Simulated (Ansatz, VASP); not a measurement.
## Two plane-wave programs on CdS

INCAR

```
ALGO = Normal
EDIFF = 1E-6
ENCUT = 520
GGA = PS
ISIF = 2
ISMEAR = 0
LASPH = True
LCHARG = False
LREAL = False
LWAVE = False
NBANDS = 26
NELM = 100
PREC = Accurate
SIGMA = 0.01
```

File KPOINTS:

```
k-points
0
Gamma
  6 6 4
```

The input POSCAR:

```
CdS
1.0
    4.1500000000      0.0000000000      0.0000000000
   -2.0750000000      3.5940050000      0.0000000000
    0.0000000000      0.0000000000      6.7370000000
Cd S
2 2
Direct
    0.3333333333      0.6666666667      0.0000000000
    0.6666666667      0.3333333333      0.5000000000
    0.3333333333      0.6666666667      0.3750000000
    0.6666666667      0.3333333333      0.8750000000
```

Input for Ansatz:

```yaml
crystal:
  lattice:
    - [4.15, 0.0, 0.0]
    - [-2.075, 3.594005, 0.0]
    - [0.0, 0.0, 6.737]
  atoms:
    - { symbol: Cd, position: [0.3333333333333333, 0.6666666666666666, 0.0] }
    - { symbol: Cd, position: [0.6666666666666666, 0.3333333333333333, 0.5] }
    - { symbol: S, position: [0.3333333333333333, 0.6666666666666666, 0.375] }
    - { symbol: S, position: [0.6666666666666666, 0.3333333333333333, 0.875] }
kpoints:
  mp_grid:
    grid: [6, 6, 4]
    shift: [0.0, 0.0, 0.0]
hamiltonian:
  xc: pbesol
scf:
  occupations:
    method: fixed
output:
  eigenvalues: true
```

Alike in both runs: task single point; functional PBEsol; k mesh 6 × 6 × 4; no spin polarisation.

|  | VASP | Ansatz |
| --- | --- | --- |
| version | VASP 6.6.1 | Ansatz 0.2.0 |
| potentials or method | VASP PAW PBE potentials, release 64 (Cd, S) | plane waves, PAW |
| plane-wave cutoff (eV) | 520 | 420 |
| occupations | gaussian, width 0.01 eV | fixed |
| valence electrons in the cell | 36 | 52 |

|  | VASP | Ansatz | Ansatz less VASP |
| --- | --- | --- | --- |
| gap on the k mesh at the Fermi level (eV) | 1.06 | 1.06 | -0.004 |

VASP's potentials were made for PBE, not for PBEsol. VASP's potentials hold 36 valence electrons a cell and Ansatz's 52, so a difference there can come from the potentials and not from the codes.
